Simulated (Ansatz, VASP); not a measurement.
# One calculation of CdS, two programs

Contents of POSCAR:

```
CdS
1.0
    0.0000000000      2.7532440000      2.7532440000
    2.7532440000      0.0000000000      2.7532440000
    2.7532440000      2.7532440000      0.0000000000
Cd S
1 1
Direct
    0.0000000000      0.0000000000      0.0000000000
    0.5000000000      0.5000000000      0.5000000000
```

INCAR.step1

```
ALGO = Normal
EDIFF = 1E-5
ENCUT = 600
GGA = PE
ISMEAR = -1
LASPH = True
LCHARG = False
LREAL = False
LWAVE = True
NBANDS = 16
NELM = 60
PREC = Accurate
SIGMA = 0.05
```

File INCAR.step2:

```
ALGO = Normal
EDIFF = 1E-7
EDIFFG = -0.01
ENCUT = 600
GGA = PE
HFSCREEN = 0.2079
IBRION = 2
ISIF = 3
ISMEAR = -1
ISTART = 1
LASPH = True
LCHARG = False
LHFCALC = True
LREAL = False
LWAVE = False
NELM = 60
NSW = 60
PREC = Accurate
PRECFOCK = Normal
SIGMA = 0.05
```

The input KPOINTS:

```
k-points
0
Gamma
  4 4 4
```

input

```
crystal:
  lattice:
    - [0.0, 2.753244, 2.753244]
    - [2.753244, 0.0, 2.753244]
    - [2.753244, 2.753244, 0.0]
  atoms:
    - { symbol: Cd, position: [0.0, 0.0, 0.0] }
    - { symbol: S, position: [0.5, 0.5, 0.5] }
hamiltonian:
  xc: hse06
  pseudopotentials: { kind: paw }
kpoints:
  mp_grid: { grid: [4, 4, 4] }
scf:
  occupations: { method: fermi_dirac, width: 0.05 }
output:
  forces: true
  stress: true
  eigenvalues: true
relax:
  f_tol: 0.01
  max_steps: 40
  cell: { stress_tol: 0.05 }
```

Alike in both runs: task relaxation of cell and atoms; functional HSE06; k mesh 4 × 4 × 4; occupations fermi-dirac, width 0.05 eV; no spin polarisation.

```csv
,VASP,Ansatz
version,VASP 6.6.1,Ansatz 0.2.0
potentials or method,"VASP PAW PBE potentials, release 64 (Cd, S)",Ansatz PAW
plane-wave cutoff (eV),600,420
valence electrons in the cell,18,26
```

VASP gave:

| Quantity | Value |
| --- | --- |
| gap on the k mesh at the Fermi level, each at its own relaxed structure (eV) | 1.22 |
| relaxed volume (Å³/atom) | 20.46 |
| relaxed length of the cell vector where the two differ most in proportion (Å) | 3.868 |

Q: Estimate Ansatz's values.

A: gap on the k mesh at the Fermi level, each at its own relaxed structure (eV): 1.23; relaxed volume (Å³/atom): 20.37; relaxed length of the cell vector where the two differ most in proportion (Å): 3.862.

VASP's potentials hold 18 valence electrons a cell and Ansatz's 26, so a difference there can come from the potentials and not from the codes.

The k mesh is coarse, so the values compare programs but aren't converged. Noted on Ansatz's run: the plane-wave basis is chosen anew once the cell has moved, so the energies of steps on either side of that aren't comparable.
